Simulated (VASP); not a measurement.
Input of a VASP 6.6.1 run:

The input POSCAR:

```
Sb
1.0
   -1.8713408863      1.8713408863      1.8713408863
    1.8713408863     -1.8713408863      1.8713408863
    1.8713408863      1.8713408863     -1.8713408863
Sb
1
Direct
    0.0000000000      0.0000000000      0.0000000000
```

The input INCAR.step1:

```
SYSTEM = Sb
PREC = Accurate ; ENCUT = 600
EDIFF = 1E-5 ; ISMEAR = -1
SIGMA = 0.05 ; LREAL = .FALSE.
LASPH = .TRUE. ; NELM = 80
ALGO = Normal ; LWAVE = .TRUE.
LCHARG = .FALSE. ; GGA = PE
NBANDS = 8
```

File INCAR.step2:

```
SYSTEM = Sb
PREC = Accurate ; ENCUT = 600
EDIFF = 1E-6 ; ISMEAR = -1
SIGMA = 0.05 ; LREAL = .FALSE.
LASPH = .TRUE. ; NELM = 80
ALGO = Normal ; ISIF = 3
LWAVE = .FALSE. ; LCHARG = .FALSE.
GGA = PE ; LHFCALC = .TRUE.
HFSCREEN = 0.2079 ; PRECFOCK = Normal
IBRION = 2 ; NSW = 60
EDIFFG = -0.01 ; ISTART = 1
```

The input KPOINTS:

```
Automatic mesh
0
G
  5 5 5
  0 0 0
```

Potentials or basis: VASP PAW PBE potentials, release 64 (Sb).

Run with:

```bash
$ cat potpaw_PBE.64/Sb/POTCAR > POTCAR
$ cp INCAR.step1 INCAR
$ mpirun -np 1 vasp_std > vasp.out
$ cp INCAR.step2 INCAR
$ mpirun -np 1 vasp_std > vasp.out
```

Q: Estimate the relaxed volume.

A: 25.47 Å³/atom.

Q: Estimate the space group after relaxing (to 0.05 Å).

A: Im-3m (No. 229).

Q: Estimate the relaxed cell.

A: a = 3.210 Å, b = 3.210 Å, c = 3.210 Å, α = 109.47°, β = 109.47°, γ = 109.47°.

Final structure:
```
CELL_PARAMETERS angstrom
-1.85338 1.85338 1.85338
1.85338 -1.85338 1.85338
1.85338 1.85338 -1.85338
ATOMIC_POSITIONS crystal
Sb 0.00000 0.00000 0.00000
```

Caveat: the k points lie up to 0.48 Å⁻¹ apart in the final cell; the PAW data sets were made with another functional, which shifts forces and pressure a little.
